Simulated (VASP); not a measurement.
# InGa2N3 (Cmc2_1) in VASP: notebook

The runs below take InGa2N3 through single point, with PBE.

All numbers are computed with VASP 6.6.1; they aren't measurements. Logs are shortened: lines on timing, memory, paths and dates and some standing lists are left out, and cuts for length are marked.

**1. The cell of the first run**

The structure is orthorhombic, space group Cmc2_1 (No. 36). The conventional cell has a = 10.118 Å, b = 5.837 Å, c = 5.453 Å, α = 90.00°, β = 90.00°, γ = 90.00°. Within 2.9 Å of In (site symmetry m) lie 4 N at 2.20 to 2.21 Å. Ga (site symmetry 1) has 4 N at 1.99 to 2.00 Å within 2.6 Å. Within 2.6 Å of N (site symmetry 1) lie 3 Ga at 1.99 to 2.00 Å and 1 In at 2.20 Å. N (site symmetry m) has 2 Ga at 1.99 Å and 2 In at 2.20 to 2.21 Å within 2.6 Å.

**2. Single point, PBE (13.42 Å³/atom)**

Contents of INCAR:

```
SYSTEM = InGa2N3
PREC = Accurate
ENCUT = 520
EDIFF = 1E-7
ISMEAR = 0
SIGMA = 0.02
LREAL = .False.
LASPH = .True.
NELM = 60
ALGO = Normal
ISIF = 2
LWAVE = .False.
LCHARG = .False.
GGA = PE
NBANDS = 66
```

Contents of KPOINTS:

```
regular mesh
0
Gamma
  6 6 6
  0 0 0
```

Contents of POSCAR:

```
InGa2N3
1.0
    5.0587586943     -2.9185704009      0.0000000000
    5.0587586943      2.9185704009      0.0000000000
    0.0000000000      0.0000000000      5.4534110815
In Ga N
2 4 6
Direct
    0.3256183044      0.6743816956      0.9899946673
    0.6743816956      0.3256183044      0.4899946673
    0.0070825567      0.3337184943      0.9925929544
    0.6662815057      0.9929174433      0.9925929544
    0.9929174433      0.6662815057      0.4925929544
    0.3337184943      0.0070825567      0.4925929544
    0.0261360088      0.3337702819      0.3590646156
    0.6662297181      0.9738639912      0.3590646156
    0.9738639912      0.6662297181      0.8590646156
    0.3337702819      0.0261360088      0.8590646156
    0.3077560545      0.6922439455      0.3946911928
    0.6922439455      0.3077560545      0.8946911928
```

Potentials or basis: VASP PAW PBE potentials, release 64 (In_d, Ga_d, N).

Run with:

```
> cat potpaw_PBE.64/In_d/POTCAR potpaw_PBE.64/Ga_d/POTCAR potpaw_PBE.64/N/POTCAR > POTCAR
> mpirun -np 1 vasp_std > vasp.out
```

OUTCAR:

```text
SYSTEM = InGa2N3
   PREC = Accurate
   ENCUT = 520
   EDIFF = 1E-7
   ISMEAR = 0
   LREAL = .False.
   LASPH = .True.
   NELM = 60
   ISIF = 2
   GGA = PE

 ion  position               nearest neighbor table
   1  0.326  0.674  0.990-   9 2.20  10 2.20  12 2.20  11 2.21   3 3.33   4 3.33   4 3.34   3 3.34
                             6 3.35   5 3.35   6 3.37   5 3.37   2 3.40   2 3.40   4 3.45   3 3.45
   2  0.674  0.326  0.490-   7 2.20   8 2.20  11 2.20  12 2.21   6 3.33   5 3.33   6 3.34   5 3.34
                             4 3.35   3 3.35   4 3.37   3 3.37   1 3.40   1 3.40   6 3.45   5 3.45
   3  0.007  0.334  0.993-   9 1.99  10 1.99  12 1.99   7 2.00   1 3.33   1 3.34   2 3.35   2 3.37
                             1 3.45
   4  0.666  0.993  0.993-  10 1.99   9 1.99  12 1.99   8 2.00   1 3.33   1 3.34   2 3.35   2 3.37
                             1 3.45
   5  0.993  0.666  0.493-   7 1.99   8 1.99  11 1.99   9 2.00   2 3.33   2 3.34   1 3.35   1 3.37
                             2 3.45
   6  0.334  0.007  0.493-   8 1.99   7 1.99  11 1.99  10 2.00   2 3.33   2 3.34   1 3.35   1 3.37
                             2 3.45
   7  0.026  0.334  0.359-   5 1.99   6 1.99   3 2.00   2 2.20
   8  0.666  0.974  0.359-   6 1.99   5 1.99   4 2.00   2 2.20
   9  0.974  0.666  0.859-   3 1.99   4 1.99   5 2.00   1 2.20
  10  0.334  0.026  0.859-   4 1.99   3 1.99   6 2.00   1 2.20
  11  0.308  0.692  0.395-   5 1.99   6 1.99   2 2.20   1 2.21
  12  0.692  0.308  0.895-   3 1.99   4 1.99   1 2.20   2 2.21

  LATTYP: Found a base centered orthorhombic cell.
 ALAT       =     5.8371408018
 B/A-ratio  =     1.7333002119
 C/A-ratio  =     0.9342606709

  Lattice vectors:

 A1 = (  -5.0587586943,  -2.9185704009,   0.0000000000)
 A2 = (   5.0587586943,  -2.9185704009,   0.0000000000)
 A3 = (   0.0000000000,   0.0000000000,   5.4534110815)

Analysis of symmetry for initial positions (statically):
=====================================================================
 Subroutine PRICEL returns:
 Original cell was already a primitive cell.

 Routine SETGRP: Setting up the symmetry group for a
 base centered orthorhombic supercell.

 Subroutine GETGRP returns: Found  4 space group operations
 (whereof  2 operations were pure point group operations)
 out of a pool of  8 trial point group operations.

The static configuration has the point symmetry C_1h.
 The point group associated with its full space group is C_2v.

Analysis of symmetry for dynamics (positions and initial velocities):
=====================================================================
 Subroutine PRICEL returns:
 Original cell was already a primitive cell.

 Routine SETGRP: Setting up the symmetry group for a
 base centered orthorhombic supercell.

 Subroutine GETGRP returns: Found  4 space group operations
 (whereof  2 operations were pure point group operations)
 out of a pool of  8 trial point group operations.

The dynamic configuration has the point symmetry C_1h.
 The point group associated with its full space group is C_2v.

 Subroutine INISYM returns: Found  4 space group operations
 (whereof  2 operations are pure point group operations),
 and found     1 'primitive' translations

----------------------------------------------------------------------------------------

                                     Primitive cell

  volume of cell :     161.0321

  direct lattice vectors                    reciprocal lattice vectors
     5.058758694 -2.918570401  0.000000000     0.098838476 -0.171316751  0.000000000
     5.058758694  2.918570401  0.000000000     0.098838476  0.171316751  0.000000000
     0.000000000  0.000000000  5.453411081     0.000000000  0.000000000  0.183371469

  length of vectors
     5.840299026  5.840299026  5.453411081     0.197783907  0.197783907  0.183371469

  position of ions in fractional coordinates (direct lattice)
     0.325618304  0.674381696  0.989994667
     0.674381696  0.325618304  0.489994667
     0.007082557  0.333718494  0.992592954
     0.666281506  0.992917443  0.992592954
     0.992917443  0.666281506  0.492592954
     0.333718494  0.007082557  0.492592954
     0.026136009  0.333770282  0.359064616
     0.666229718  0.973863991  0.359064616
     0.973863991  0.666229718  0.859064616
     0.333770282  0.026136009  0.859064616
     0.307756054  0.692243946  0.394691193
     0.692243946  0.307756054  0.894691193

  ion indices of the primitive-cell ions
   primitive index   ion index
                 1           1
                 2           2
                 3           3
                 4           4
                 5           5
                 6           6
                 7           7
                 8           8
                 9           9
                10          10
                11          11
                12          12

----------------------------------------------------------------------------------------

 KPOINTS: regular mesh

Automatic generation of k-mesh.
 Grid dimensions read from file:
 generate k-points for:    6    6    6

 Generating k-lattice:

  Cartesian coordinates                     Fractional coordinates (reciprocal lattice)
     0.016473079 -0.028552792  0.000000000     0.166666667 -0.000000000  0.000000000
     0.016473079  0.028552792  0.000000000    -0.000000000  0.166666667  0.000000000
     0.000000000  0.000000000  0.030561911     0.000000000  0.000000000  0.166666667

  Length of vectors
     0.032963984  0.032963984  0.030561911

  Shift w.r.t. Gamma in fractional coordinates (k-lattice)
     0.000000000  0.000000000  0.000000000

 Subroutine IBZKPT returns following result:
 ===========================================

 Found     52 irreducible k-points:

 Following reciprocal coordinates:
            Coordinates               Weight
  0.000000  0.000000  0.000000      1.000000
  0.166667  0.000000  0.000000      4.000000
  0.333333  0.000000  0.000000      4.000000
  0.500000 -0.000000  0.000000      2.000000
  0.166667  0.166667  0.000000      2.000000
  0.333333  0.166667  0.000000      4.000000
[... 16 lines left out ...]
  0.333333  0.333333  0.166667      4.000000
  0.500000  0.333333  0.166667      8.000000
 [... further k-points ...]
   k-points           NKPTS =     52   k-points in BZ     NKDIM =     52   number of bands    NBANDS=     66
   number of dos      NEDOS =    301   number of ions     NIONS =     12
   total plane-waves  NPLWV =  96768
   dimension x,y,z NGX =    48 NGY =   48 NGZ =   42
   dimension x,y,z NGXF=    96 NGYF=   96 NGZF=   84
   ions per type =               2   4   6
   NGX,Y,Z   is equivalent  to a cutoff of  13.66, 13.66, 12.80 a.u.
   NGXF,Y,Z  is equivalent  to a cutoff of  27.33, 27.33, 25.61 a.u.
 SYSTEM =  InGa2N3
   PREC   = accura    normal or accurate (medium, high low for compatibility)
   ISTART =      0    job   : 0-new  1-cont  2-samecut
   ICHARG =      2    charge: 1-file 2-atom 10-const
   ISPIN  =      1    spin polarized calculation?
   LNONCOLLINEAR =      F non collinear calculations
   LSORBIT =      F    spin-orbit coupling
   LASPH  =      T    aspherical Exc in radial PAW
   ENCUT  =  520.0 eV  38.22 Ry    6.18 a.u.  10.86 10.86 10.14*2*pi/ulx,y,z
   NELM   =     60;   NELMIN=  2; NELMDL= -5     # of ELM steps
   EDIFF  = 0.1E-06   stopping-criterion for ELM
   LREAL  =      F    real-space projection
   EDIFFG = 0.1E-05   stopping-criterion for IOM
   NSW    =      0    number of steps for IOM
   IBRION =     -1    ionic relax: 0-MD 1-quasi-New 2-CG
   NFREE  =      0    steps in history (QN), initial steepest desc. (CG)
   ISIF   =      2    stress and relaxation
   ISYM   =      2    0-nonsym 1-usesym 2-fastsym
   POTIM  = 0.5000    time-step for ionic-motion
   TEBEG  =    0.0;   TEEND  =   0.0 temperature during run
   PSTRESS=    0.0 pullay stress
   NELECT =     108.0000    total number of electrons
   NUPDOWN=      -1.0000    fix difference up-down
   EMIN   =  10.00;   EMAX   =-10.00  energy-range for DOS
   EFERMI =   0.00;   METHOD = LEGACY
   ISMEAR =     0;   SIGMA  =   0.02  broadening in eV -4-tet -1-fermi 0-gaus
   EFERMI_NEDOS =   21; number of points for ismear=-14 and -15
   IALGO  =     38    algorithm
   IMIX   =      4    mixing-type and parameters
     AMIX     =   0.40;   BMIX     =  1.00
     AMIX_MAG =   1.60;   BMIX_MAG =  1.00
  volume/ion in A,a.u.               =      13.42        90.56
  Fermi-wavevector in a.u.,A,eV,Ry     =   1.432997  2.707972 27.939299  2.053481
  Thomas-Fermi vector in A             =   2.552563
   LORBIT       =      0    0 simple, 1 ext, 2 COOP (PROOUT), +10 PAW based schemes
   GGA     = PE    functional components
   LHFCALC =     F    Hartree Fock is set to
   AEXX    =    0.0000 exact exchange contribution
   IVDW    =     0    specifies the selected vdW correction
   LEPSILON=     F    determine dielectric tensor
   LRPA    =     F    only Hartree local field effects (RPA)
 non-spin polarized calculation
 Gauss-broadening in eV      SIGMA  =   0.02
  energy-cutoff  :      520.00
  volume of cell :      161.03
 maximum number of plane-waves:      4368
 NGX is ok and might be reduce to    48
   NGX = 21   NGY = 21   NGZ = 21

 number of electron     108.0000009 magnetization

 Free energy of the ion-electron system (eV)
  ---------------------------------------------------
  ext. energy  EPLUGINS =         0.00000000
  ---------------------------------------------------
  free energy    TOTEN  =       -69.85299491 eV

  energy without entropy =      -69.85299491  energy(sigma->0) =      -69.85299491

 E-fermi :   5.3563     XC(G=0): -11.0498

 val. band max:        5.2275027007   @ k =   0.0000   0.0000   0.0000
 cond. band min:       5.9510986455   @ k =   0.0000   0.0000   0.0000
 fundamental gap:      0.7235959448
 Fermi energy:         5.3563237129

 k-point     1 :       0.0000    0.0000    0.0000
  band No.  band energies     occupation
      1      -9.8213      2.00000
      2      -9.4844      2.00000
      3      -9.3821      2.00000
      4      -9.3774      2.00000
      5      -9.3438      2.00000
      6      -9.3330      2.00000
[... 1645 lines left out ...]
     65      12.5059      0.00000
     66      13.0678      0.00000

 [... further k-points ...]
[... 5 lines left out ...]
  --------------------------------------------------------------------------------------
  -------------------------------------------------------------------------------------
  Total       -4.1212668     -4.1208570     -4.0897192      0.0000000      0.0000000      0.0000000
  in kB      -41.0042569    -41.0001798    -40.6903764      0.0000000      0.0000000      0.0000000
  external PRESSURE =     -40.8982710 kB  Pullay stress =       0.0000000 kB

 VOLUME and BASIS-vectors are now :
 -----------------------------------------------------------------------------
  energy-cutoff  :      520.00
  volume of cell :      161.03
      direct lattice vectors                 reciprocal lattice vectors
     5.058758694 -2.918570401  0.000000000     0.098838476 -0.171316751  0.000000000
     5.058758694  2.918570401  0.000000000     0.098838476  0.171316751  0.000000000
     0.000000000  0.000000000  5.453411081     0.000000000  0.000000000  0.183371469

 POSITION                                       TOTAL-FORCE (eV/Angst)
 -----------------------------------------------------------------------------------
      5.05876      1.01789      5.39885        -0.000000      0.002577      0.004526
      5.05876     -1.01789      2.67214        -0.000000     -0.002577      0.004526
      1.72403      0.95331      5.41302        -0.004065      0.000738     -0.006915
      8.39349      0.95331      5.41302         0.004065      0.000738     -0.006915
      8.39349     -0.95331      2.68631         0.004065     -0.000738     -0.006915
      1.72403     -0.95331      2.68631        -0.004065     -0.000738     -0.006915
      1.82068      0.89785      1.95813         0.003151     -0.000316      0.004641
      8.29684      0.89785      1.95813        -0.003151     -0.000316      0.004641
      8.29684     -0.89785      4.68483        -0.003151      0.000316      0.004641
      1.82068     -0.89785      4.68483         0.003151      0.000316      0.004641
      5.05876      1.12215      2.15241        -0.000000      0.003457      0.000022
      5.05876     -1.12215      4.87912        -0.000000     -0.003457      0.000022
 -----------------------------------------------------------------------------------
    total drift:                                0.000001     -0.000000      0.002622

  FREE ENERGIE OF THE ION-ELECTRON SYSTEM (eV)
  ---------------------------------------------------
  free  energy   TOTEN  =       -69.8529949065 eV

  energy  without entropy=      -69.8529949065  energy(sigma->0) =      -69.85299491
```

Wall time 14 min (1 thread of Intel Xeon Platinum 8259CL at 2.50GHz (Skylake/Cascade Lake), shared host); peak memory 0.59 GiB.

What came out:

```yaml
Free_energy: -69.8530 eV
Pressure: -4.1 GPa
Largest_force: 0.008 eV/Å
Band_gap_on_the_k_mesh: 0.72 eV
```

Forces on the atoms (eV/Å):
```
In   0.000  0.003  0.005
In   0.000 -0.003  0.005
Ga  -0.004  0.001 -0.007
Ga   0.004  0.001 -0.007
Ga   0.004 -0.001 -0.007
Ga  -0.004 -0.001 -0.007
N    0.003  0.000  0.005
N   -0.003  0.000  0.005
N   -0.003  0.000  0.005
N    0.003  0.000  0.005
N    0.000  0.003  0.000
N    0.000 -0.003  0.000
```

Caveat: the cell stands under tension; semilocal functionals underestimate gaps, and a narrow one can read as zero; spin-orbit coupling is left out, which moves the levels of the heavy elements.

**3. Single point, PBE (biaxial strain in the a-b plane: +4.0 %)**

Contents of INCAR:

```
SYSTEM = InGa2N3
PREC = Accurate
ENCUT = 600
EDIFF = 1E-6
ISMEAR = 0
SIGMA = 0.02
LREAL = .False.
LASPH = .True.
NELM = 120
ALGO = Normal
ISIF = 2
LWAVE = .False.
LCHARG = .False.
GGA = PE
NBANDS = 66
GGA_COMPAT = .False.
```

KPOINTS is that of step 2.

Contents of POSCAR:

```
InGa2N3
1.0
    5.2109024185     -3.0058076101      0.0000000000
    5.2109024185      3.0058076101      0.0000000000
    0.0000000000      0.0000000000      5.2685065611
In Ga N
2 4 6
Direct
    0.3255610640      0.6744389360      0.9853164914
    0.6744389360      0.3255610640      0.4853164914
    0.0071994211      0.3336647047      0.9908303582
    0.6663352953      0.9928005789      0.9908303582
    0.9928005789      0.6663352953      0.4908303582
    0.3336647047      0.0071994211      0.4908303582
    0.0263198036      0.3338343948      0.3618764278
    0.6661656052      0.9736801964      0.3618764278
    0.9736801964      0.6661656052      0.8618764278
    0.3338343948      0.0263198036      0.8618764278
    0.3075475618      0.6924524382      0.3972709367
    0.6924524382      0.3075475618      0.8972709367
```

Potentials or basis: VASP PAW PBE potentials, release 64 (In_d, Ga_d, N).

Run with:

```
> cat potpaw_PBE.64/In_d/POTCAR potpaw_PBE.64/Ga_d/POTCAR potpaw_PBE.64/N/POTCAR > POTCAR
> mpirun -np 1 vasp_std > vasp.out
```

Run time: 12 min. Hardware: 1 thread of Intel Xeon Platinum 8488C (Sapphire Rapids), shared host; peak memory 0.67 GiB.

Results (log left out):

| Quantity | Value |
| --- | --- |
| Free energy | -69.4325 eV |
| Pressure | -7.0 GPa |
| Largest force | 0.297 eV/Å |
| Band gap on the k mesh | 0.54 eV |

Forces in eV/Å, atoms in the order of the input:
```
In   0.000  0.020 -0.296
In   0.000 -0.020 -0.296
Ga   0.022 -0.011 -0.229
Ga  -0.022 -0.011 -0.229
Ga  -0.022  0.011 -0.229
Ga   0.022  0.011 -0.229
N    0.001  0.000  0.250
N   -0.001  0.000  0.250
N   -0.001  0.000  0.250
N    0.001  0.000  0.250
N    0.000  0.006  0.255
N    0.000 -0.006  0.255
```

Stress tensor (GPa, compression positive):
```
-11.68   0.00   0.00
  0.00 -11.65   0.00
  0.00   0.00   2.29
```

Levels at points of the mesh, in eV from the valence-band top:
| k point | band 51 | band 52 | band 53 | band 54 | band 55 | band 56 | band 57 | band 58 |
| --- | --- | --- | --- | --- | --- | --- | --- | --- |
| (0.00, 0.00, 0.00) | -1.11 | -0.13 | -0.12 | 0.00 | 0.54 | 2.60 | 5.32 | 5.43 |
| (0.50, 0.00, 0.00) | -0.87 | -0.80 | -0.79 | -0.72 | 3.27 | 3.52 | 4.32 | 4.66 |
| (0.50, 0.50, 0.00) | -0.91 | -0.84 | -0.71 | -0.65 | 3.13 | 3.88 | 3.92 | 4.54 |
| (0.00, 0.00, 0.50) | -0.64 | -0.64 | -0.61 | -0.61 | 2.87 | 2.87 | 5.72 | 5.72 |
| (0.50, 0.00, 0.50) | -1.38 | -1.38 | -0.91 | -0.91 | 3.70 | 3.70 | 4.55 | 4.55 |
| (0.50, 0.50, 0.50) | -1.40 | -1.40 | -0.97 | -0.97 | 3.87 | 3.87 | 4.36 | 4.36 |

Caveat: the cell differs from its parent crystal (biaxial strain in the a-b plane: +4.0 %); the stress differs along the axes, from -12 to 2 GPa; semilocal functionals underestimate gaps, and a narrow one can read as zero; spin-orbit coupling is left out, which moves the levels of the heavy elements.
